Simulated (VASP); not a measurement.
# Ni (Fm-3m) in VASP: further runs

Ni is run at these levels: PBEsol; tasks: single point, relaxation of cell and atoms.

Everything below comes from runs of VASP 6.6.1. Logs are shortened: lines on timing, memory, paths and dates and some standing lists are left out, and cuts for length are marked.

### Step 1. The cell of the first run

Symmetry: Fm-3m, No. 225, cubic system. The conventional cell has a = 3.463 Å, b = 3.463 Å, c = 3.463 Å, α = 90.00°, β = 90.00°, γ = 90.00°. Within 3.2 Å of Ni (site symmetry m-3m) lie 12 Ni at 2.45 Å.

### Step 2. Single point, PBEsol, collinear spin, ferromagnetic start

INCAR

```
PREC = Accurate
ENCUT = 520
EDIFF = 1E-6
ISMEAR = 0
SIGMA = 0.1
LREAL = False
LASPH = True
NELM = 150
ALGO = Fast
ISIF = 2
LWAVE = False
LCHARG = True
ISPIN = 2
MAGMOM = 0.73
LORBIT = 11
LMAXMIX = 4
GGA = PS
LELF = True
LVHAR = True
ISYM = 0
NBANDS = 15
```

KPOINTS

```
regular mesh
0
Gamma
  14 10 28
```

POSCAR

```
Ni
1.0
    2.4488173384      0.0000000000      0.0000000000
    0.0000000000      3.4631506917      0.0000000000
    1.2244086692      1.7315753458      1.2244086692
Ni
1
Direct
    0.0000000000      0.0000000000      0.0000000000
```

Potentials or basis: VASP PAW PBE potentials, release 64 (Ni).

Launch:

```
cat potpaw_PBE.64/Ni/POTCAR > POTCAR
mpirun -np 1 vasp_std > vasp.out
```

OUTCAR:

```text
PREC = Accurate
   ENCUT = 520
   EDIFF = 1E-6
   ISMEAR = 0
   LREAL = False
   LASPH = True
   NELM = 150
   ISIF = 2
   ISPIN = 2
   LORBIT = 11
   GGA = PS
   ISYM = 0

 ion  position               nearest neighbor table
   1  0.000  0.000  0.000-

IMPORTANT INFORMATION: All symmetrisations will be switched off!
NOSYMM: (Re-)initialisation of all symmetry stuff for point group C_1.

----------------------------------------------------------------------------------------

                                     Primitive cell

  volume of cell :      10.3837

  direct lattice vectors                    reciprocal lattice vectors
     2.448817338  0.000000000  0.000000000     0.408360389  0.000000000 -0.408360389
     0.000000000  3.463150692  0.000000000     0.000000000  0.288754400 -0.408360389
     1.224408669  1.731575346  1.224408669     0.000000000  0.000000000  0.816720777

  length of vectors
     2.448817338  3.463150692  2.448817338     0.577508800  0.500137292  0.816720777

  position of ions in fractional coordinates (direct lattice)
     0.000000000  0.000000000  0.000000000

  ion indices of the primitive-cell ions
   primitive index   ion index
                 1           1

----------------------------------------------------------------------------------------

 KPOINTS: regular mesh

Automatic generation of k-mesh.
 Grid dimensions read from file:
 generate k-points for:   14   10   28

 Generating k-lattice:

  Cartesian coordinates                     Fractional coordinates (reciprocal lattice)
     0.029168599  0.000000000 -0.029168599     0.071428571  0.000000000  0.000000000
     0.000000000  0.028875440 -0.040836039     0.000000000  0.100000000 -0.000000000
     0.000000000  0.000000000  0.029168599     0.000000000  0.000000000  0.035714286

  Length of vectors
     0.041250629  0.050013729  0.029168599

  Shift w.r.t. Gamma in fractional coordinates (k-lattice)
     0.000000000  0.000000000  0.000000000

 -----------------------------------------------------------------------------
|                                                                             |
|           W    W    AA    RRRRR   N    N  II  N    N   GGGG   !!!           |
|           W    W   A  A   R    R  NN   N  II  NN   N  G    G  !!!           |
|           W    W  A    A  R    R  N N  N  II  N N  N  G       !!!           |
|           W WW W  AAAAAA  RRRRR   N  N N  II  N  N N  G  GGG   !            |
|           WW  WW  A    A  R   R   N   NN  II  N   NN  G    G                |
|           W    W  A    A  R    R  N    N  II  N    N   GGGG   !!!           |
|                                                                             |
|     Your reciprocal lattice and k-lattice belong to different lattice       |
|     classes:                                                                |
|                                                                             |
|        The reciprocal lattice is body-centered cubic,                       |
|        whereas your k-lattice is simple monoclinic.                         |
|                                                                             |
|     Results are often still useful ...                                      |
|                                                                             |
 -----------------------------------------------------------------------------

 WARNING: IBZKPT: internal override: KBLOWUP is changed to .FALSE.
      ... skipping the blow-up phase ...

 Subroutine IBZKPT returns following result:
 ===========================================

 Found   1964 irreducible k-points:

 Following reciprocal coordinates:
            Coordinates               Weight
  0.000000  0.000000  0.000000      1.000000
  0.071429  0.000000  0.000000      2.000000
  0.142857  0.000000  0.000000      2.000000
  0.214286  0.000000  0.000000      2.000000
  0.285714  0.000000  0.000000      2.000000
  0.357143  0.000000  0.000000      2.000000
[... 16 lines left out ...]
  0.000000  0.200000  0.000000      2.000000
  0.071429  0.200000  0.000000      2.000000
 [... further k-points ...]
   k-points           NKPTS =   1964   k-points in BZ     NKDIM =   1964   number of bands    NBANDS=     15
   number of dos      NEDOS =    301   number of ions     NIONS =      1
   total plane-waves  NPLWV =   9072
   dimension x,y,z NGX =    18 NGY =   28 NGZ =   18
   dimension x,y,z NGXF=    36 NGYF=   56 NGZF=   36
   ions per type =               1
   NGX,Y,Z   is equivalent  to a cutoff of  12.22, 13.44, 12.22 a.u.
   NGXF,Y,Z  is equivalent  to a cutoff of  24.44, 26.88, 24.44 a.u.
 SYSTEM =  unknown system
   PREC   = accura    normal or accurate (medium, high low for compatibility)
   ISTART =      0    job   : 0-new  1-cont  2-samecut
   ICHARG =      2    charge: 1-file 2-atom 10-const
   ISPIN  =      2    spin polarized calculation?
   LNONCOLLINEAR =      F non collinear calculations
   LSORBIT =      F    spin-orbit coupling
   LASPH  =      T    aspherical Exc in radial PAW
   ENCUT  =  520.0 eV  38.22 Ry    6.18 a.u.   4.55  6.44  4.55*2*pi/ulx,y,z
   NELM   =    150;   NELMIN=  2; NELMDL= -5     # of ELM steps
   EDIFF  = 0.1E-05   stopping-criterion for ELM
   LREAL  =      F    real-space projection
   EDIFFG = 0.1E-04   stopping-criterion for IOM
   NSW    =      0    number of steps for IOM
   IBRION =     -1    ionic relax: 0-MD 1-quasi-New 2-CG
   NFREE  =      0    steps in history (QN), initial steepest desc. (CG)
   ISIF   =      2    stress and relaxation
   ISYM   =      0    0-nonsym 1-usesym 2-fastsym
   POTIM  = 0.5000    time-step for ionic-motion
   TEBEG  =    0.0;   TEEND  =   0.0 temperature during run
   PSTRESS=    0.0 pullay stress
   NELECT =      10.0000    total number of electrons
   NUPDOWN=      -1.0000    fix difference up-down
   EMIN   =  10.00;   EMAX   =-10.00  energy-range for DOS
   EFERMI =   0.00;   METHOD = LEGACY
   ISMEAR =     0;   SIGMA  =   0.10  broadening in eV -4-tet -1-fermi 0-gaus
   EFERMI_NEDOS =   21; number of points for ismear=-14 and -15
   IALGO  =     68    algorithm
   IMIX   =      4    mixing-type and parameters
     AMIX     =   0.40;   BMIX     =  1.00
     AMIX_MAG =   1.60;   BMIX_MAG =  1.00
  volume/ion in A,a.u.               =      10.38        70.07
  Fermi-wavevector in a.u.,A,eV,Ry     =   1.616678  3.055078 35.560822  2.613647
  Thomas-Fermi vector in A             =   2.711225
   LORBIT       =     11    0 simple, 1 ext, 2 COOP (PROOUT), +10 PAW based schemes
   GGA     = PS    functional components
   LHFCALC =     F    Hartree Fock is set to
   AEXX    =    0.0000 exact exchange contribution
   IVDW    =     0    specifies the selected vdW correction
   LEPSILON=     F    determine dielectric tensor
   LRPA    =     F    only Hartree local field effects (RPA)
 spin polarized calculation
 RMM-DIIS sequential band-by-band and
 Gauss-broadening in eV      SIGMA  =   0.10
  energy-cutoff  :      520.00
  volume of cell :       10.38
 maximum number of plane-waves:       295
   NGX =  9   NGY = 13   NGZ =  9

 number of electron      10.0000002 magnetization       0.6002271

 Free energy of the ion-electron system (eV)
  ---------------------------------------------------
  ext. energy  EPLUGINS =         0.00000000
  ---------------------------------------------------
  free energy    TOTEN  =        -6.13954952 eV

  energy without entropy =       -6.13109611  energy(sigma->0) =       -6.13532282

 E-fermi :   9.8623     XC(G=0): -13.7145

 val. band max:        9.8623000902   @ k =  -0.0714   0.1000   0.5000
 cond. band min:       9.8630938112   @ k =   0.0714  -0.1000   0.4643
 fundamental gap:      0.0007937209
 Fermi energy:         9.8623101690

 spin component 1

 k-point     1 :       0.0000    0.0000    0.0000
  band No.  band energies     occupation
      1       0.4740      1.00000
      2       7.3264      1.00000
      3       7.3277      1.00000
      4       7.3293      1.00000
      5       8.5785      1.00000
      6       8.5786      1.00000
      7      33.9558      0.00000
      8      38.1630      0.00000
      9      38.1642      0.00000
     10      38.1644      0.00000
     11      41.2455      0.00000
     12      41.2457      0.00000
     13      41.2471      0.00000
     14      44.1597      0.00000
     15      50.9598      0.00000
[... 397 lines left out ...]
 k-point    24 :       0.0714    0.2000    0.0000
  band No.  band energies     occupation
      1       2.8974      1.00000
      2       6.8641      1.00000
      3       7.5711      1.00000
      4       7.6432      1.00000
      5       8.5364      1.00000
      6       8.8220      1.00000
      7      24.9879      0.00000
      8      33.2559      0.00000
      9      33.6379      0.00000
     10      38.0368      0.00000
     11      39.7323      0.00000
     12      43.6767      0.00000
     13      43.7723      0.00000
     14      46.6453      0.00000
     15      50.9733      0.00000

 [... further k-points ...]

 Fermi energy:         9.8623101690

 spin component 2

 k-point     1 :       0.0000    0.0000    0.0000
  band No.  band energies     occupation
      1       0.4627      1.00000
      2       8.0226      1.00000
      3       8.0238      1.00000
      4       8.0259      1.00000
      5       9.1634      1.00000
      6       9.1639      1.00000
      7      33.8487      0.00000
      8      38.1582      0.00000
      9      38.1595      0.00000
     10      38.1606      0.00000
     11      41.3627      0.00000
     12      41.3643      0.00000
     13      41.3647      0.00000
     14      44.0695      0.00000
     15      51.1557      0.00000
[... 397 lines left out ...]
 k-point    24 :       0.0714    0.2000    0.0000
  band No.  band energies     occupation
      1       2.9141      1.00000
      2       7.4737      1.00000
      3       8.2055      1.00000
      4       8.3020      1.00000
      5       9.1717      1.00000
      6       9.4620      1.00000
      7      25.1375      0.00000
      8      33.2183      0.00000
      9      33.7366      0.00000
     10      38.1240      0.00000
     11      39.7417      0.00000
     12      43.7358      0.00000
     13      43.7883      0.00000
     14      46.7312      0.00000
     15      51.0905      0.00000

 [... further k-points ...]

------------------------ aborting loop because EDIFF is reached ----------------------------------------

  FORCE on cell =-STRESS in cart. coord.  units (eV):
  Direction    XX          YY          ZZ          XY          YZ          ZX
  --------------------------------------------------------------------------------------
  -------------------------------------------------------------------------------------
  Total       -0.0314359     -0.0203850     -0.0175507      0.0000049     -0.0017652      0.0000065
  in kB       -4.8504496     -3.1453354     -2.7080175      0.0007572     -0.2723626      0.0009961
  external PRESSURE =      -3.5679342 kB  Pullay stress =       0.0000000 kB

 VOLUME and BASIS-vectors are now :
 -----------------------------------------------------------------------------
  energy-cutoff  :      520.00
  volume of cell :       10.38
      direct lattice vectors                 reciprocal lattice vectors
     2.448817338  0.000000000  0.000000000     0.408360389  0.000000000 -0.408360389
     0.000000000  3.463150692  0.000000000     0.000000000  0.288754400 -0.408360389
     1.224408669  1.731575346  1.224408669     0.000000000  0.000000000  0.816720777

 POSITION                                       TOTAL-FORCE (eV/Angst)
 -----------------------------------------------------------------------------------
      0.00000      0.00000      0.00000        -0.000000     -0.000000      0.000000
 -----------------------------------------------------------------------------------
    total drift:                               -0.000000     -0.000000      0.000000

  FREE ENERGIE OF THE ION-ELECTRON SYSTEM (eV)
  ---------------------------------------------------
  free  energy   TOTEN  =        -6.1395495226 eV

  energy  without entropy=       -6.1310961136  energy(sigma->0) =       -6.13532282

 total charge

# of ion       s       p       d       tot
------------------------------------------
    1        0.521   0.546   8.334   9.401

 magnetization (x)

# of ion       s       p       d       tot
------------------------------------------
    1       -0.007  -0.024   0.637   0.606
```

Wall time 6.9 min (1 thread of Intel Xeon 6975P-C (Granite Rapids), shared host); peak memory 0.54 GiB.

What came out:

```yaml
Free_energy: -6.1395 eV
Pressure: -0.4 GPa
Net_moment: 0.60 μB per cell
Site_moments: Ni +0.61 μB
Valence_electrons_inside_the_program's_atomic_spheres: Ni 9.40
```

Stress tensor (GPa, compression positive):
```
-0.49  0.00  0.00
 0.00 -0.31 -0.03
 0.00 -0.03 -0.27
```

Caveat: the PAW data sets were made with another functional, which shifts forces and pressure a little.

### Step 3. Single point, PBEsol, collinear spin, ferromagnetic start

This run uses another cell than the first one: it holds 2 atoms, not 1.

INCAR

```
SYSTEM = Ni
  PREC = Accurate
  ENCUT = 520
  EDIFF = 1E-7
  ISMEAR = 0
  SIGMA = 0.15
  LREAL = .False.
  LASPH = .True.
  NELM = 150
  ALGO = Normal
  ISIF = 2
  LWAVE = .False.
  LCHARG = .True.
  ISPIN = 2
  MAGMOM = 0.73 0.73
  LORBIT = 11
  LMAXMIX = 4
  GGA = PS
  LELF = .True.
  LVHAR = .True.
  NBANDS = 21
```

KPOINTS

```
regular mesh
0
Gamma
  14 14 10
  0 0 0
```

POSCAR

```
Ni
1.0
    0.0000000000     -1.7315750128     -1.7315750128
    0.0000000000      1.7315750128     -1.7315750128
    3.4631500256      0.0000000000      0.0000000000
Ni
2
Direct
    0.5000000000      0.5000000000      0.5000000000
    0.0000000000      0.0000000000      0.0000000000
```

Potentials or basis: VASP PAW PBE potentials, release 64 (Ni).

Launch:

```
cat potpaw_PBE.64/Ni/POTCAR > POTCAR
mpirun -np 1 vasp_std > vasp.out
```

Run time: 2.4 min. Hardware: 1 thread of Intel Xeon Platinum 8375C at 2.90GHz (Ice Lake), shared host; peak memory 0.24 GiB.

The run converged. Its results:

```yaml
Free_energy: -12.2891 eV
Pressure: -0.1 GPa
Net_moment: 1.19 μB per cell
Site_moments: Ni +0.60 μB
Valence_electrons_inside_the_program's_atomic_spheres: Ni 9.40
```

Stress tensor (GPa, compression positive):
```
-0.02  0.00  0.00
 0.00 -0.16  0.00
 0.00  0.00 -0.16
```

Levels at points of the mesh, in eV from the Fermi level:
Spin up:
```
           k point  band 8  band 9  band 10  band 11  band 12  band 13  band 14  band 15
(0.00, 0.00, 0.00)   -1.28   -0.51    -0.40    -0.40     2.43     9.63    15.21    15.21
(0.50, 0.00, 0.00)   -1.75   -1.40    -1.40     1.07     1.07    11.89    11.89    13.35
(0.50, 0.50, 0.00)   -0.40   -0.40    -0.40     2.43     2.43     9.63     9.63    15.21
(0.00, 0.00, 0.50)   -1.62   -1.62    -1.62    -0.90    -0.90    19.83    19.83    19.83
(0.50, 0.00, 0.50)   -0.55   -0.55    -0.55    -0.42    -0.42     6.00     6.00    22.57
(0.50, 0.50, 0.50)   -1.35   -0.40    -0.40     7.98     7.98     7.98     7.98    10.27
```
Spin down:
| k point | band 7 | band 8 | band 9 | band 10 | band 11 | band 12 | band 13 | band 14 |
| --- | --- | --- | --- | --- | --- | --- | --- | --- |
| (0.00, 0.00, 0.00) | -0.69 | -0.69 | 0.10 | 0.39 | 0.39 | 2.42 | 9.89 | 15.24 |
| (0.50, 0.00, 0.00) | -1.20 | -1.20 | -0.65 | -0.65 | 1.62 | 1.62 | 12.09 | 12.09 |
| (0.50, 0.50, 0.00) | 0.39 | 0.39 | 0.39 | 0.39 | 2.42 | 2.42 | 9.89 | 9.89 |
| (0.00, 0.00, 0.50) | -0.90 | -0.90 | -0.90 | -0.90 | -0.30 | -0.30 | 19.92 | 19.92 |
| (0.50, 0.00, 0.50) | -0.45 | -0.45 | 0.16 | 0.16 | 0.16 | 0.16 | 6.40 | 6.40 |
| (0.50, 0.50, 0.50) | -0.79 | -0.79 | 0.39 | 0.39 | 8.17 | 8.17 | 8.17 | 8.17 |

Caveat: the PAW data sets were made with another functional, which shifts forces and pressure a little.

### Step 4. Relaxation of cell and atoms, PBEsol, collinear spin, ferromagnetic start

This run uses another cell than the first one, of 10.41 Å³/atom.

INCAR

```
SYSTEM = Ni
PREC = Accurate ; ENCUT = 600
EDIFF = 1E-6 ; ISMEAR = 0
SIGMA = 0.1 ; LREAL = .FALSE.
LASPH = .TRUE. ; NELM = 150
ALGO = Fast ; ISIF = 3
LWAVE = .FALSE. ; LCHARG = .FALSE.
ISPIN = 2 ; MAGMOM = 0.83
LORBIT = 11 ; LMAXMIX = 4
GGA = PS ; IBRION = 2
NSW = 100 ; EDIFFG = -0.005
```

KPOINTS

```
Automatic mesh
0
G
  20 20 20
  0 0 0
```

POSCAR

```
Ni
1.0
    0.0000000000      1.7331559942      1.7331559942
    1.7331559942      0.0000000000      1.7331559942
    1.7331559942      1.7331559942      0.0000000000
Ni
1
Direct
    0.0000000000      0.0000000000      0.0000000000
```

Launch:

```
cat potpaw_PBE.64/Ni/POTCAR > POTCAR
mpirun -np 1 vasp_std > vasp.out
```

It took 66 s on 1 thread of Intel Xeon Platinum 8488C (Sapphire Rapids), shared host; peak memory 0.17 GiB.

It converged, with:

* Free energy: -6.1398 eV
* Relaxed volume: 10.38 Å³/atom
* Relaxed cell: a = 2.448 Å, b = 2.448 Å, c = 2.448 Å, α = 60.00°, β = 60.00°, γ = 60.00°
* Space group after relaxing (to 0.1 Å): Fm-3m (No. 225)
* Energy gained by relaxing: 0.1 meV/atom
* Ionic steps: 3
* Pressure after relaxing: 0.1 GPa
* Net moment: 0.62 μB per cell
* Site moments: Ni +0.63 μB
* Valence electrons inside the program's atomic spheres: Ni 9.40

Final structure:
```
CELL_PARAMETERS angstrom
0.00000 1.73110 1.73110
1.73110 0.00000 1.73110
1.73110 1.73110 0.00000
ATOMIC_POSITIONS crystal
Ni 0.00000 0.00000 0.00000
```

Levels at points of the mesh, in eV from the Fermi level:
Spin up:
| k point | band 3 | band 4 | band 5 | band 6 | band 7 | band 8 |
| --- | --- | --- | --- | --- | --- | --- |
| (0.00, 0.00, 0.00) | -2.55 | -2.55 | -1.30 | -1.30 | 24.10 | 28.31 |
| (0.50, 0.00, 0.00) | -2.55 | -0.58 | -0.58 | -0.43 | 5.99 | 22.57 |
| (0.50, 0.50, 0.00) | -0.54 | -0.43 | -0.43 | 2.42 | 9.62 | 15.21 |
Spin down:
| k point | band 3 | band 4 | band 5 | band 6 | band 7 | band 8 |
| --- | --- | --- | --- | --- | --- | --- |
| (0.00, 0.00, 0.00) | -1.83 | -1.83 | -0.69 | -0.69 | 23.99 | 28.31 |
| (0.50, 0.00, 0.00) | -1.93 | -0.46 | 0.16 | 0.16 | 6.41 | 22.47 |
| (0.50, 0.50, 0.00) | 0.10 | 0.40 | 0.40 | 2.41 | 9.89 | 15.24 |

Caveat: the PAW data sets were made with another functional, which shifts forces and pressure a little.

### Step 5. Summary

| task | cell | k mesh | cutoff (eV) | smearing | gap on the mesh (eV) | pressure (GPa) | moment (μB) |
| --- | --- | --- | --- | --- | --- | --- | --- |
| single point | a = 2.449, b = 3.463 Å, angles 45.0, 60.0, 90.0°, 1 atom, atomic positions A | 14 × 10 × 28 | 520 | gaussian 0.1 eV | none | -0.4 | 0.60 |
| single point | a = 2.449, b = 2.449, c = 3.463 Å, 2 atoms, atomic positions B | 14 × 14 × 10 | 520 | gaussian 0.15 eV | none | -0.1 | 1.19 |
| relaxation of cell and atoms | relaxed from a = 2.451 Å, angles 60.0°, 1 atom, atomic positions A | 20 × 20 × 20 | 600 | gaussian 0.1 eV | none | 0.1 | 0.62 |

Alike in all rows: level PBEsol; potentials or basis VASP PAW PBE potentials, release 64 (Ni); spin collinear, ferromagnetic start.

Caveats: the PAW data sets were made with another functional, which shifts forces and pressure a little.

Absolute energies hang on the potentials; compare differences alone.
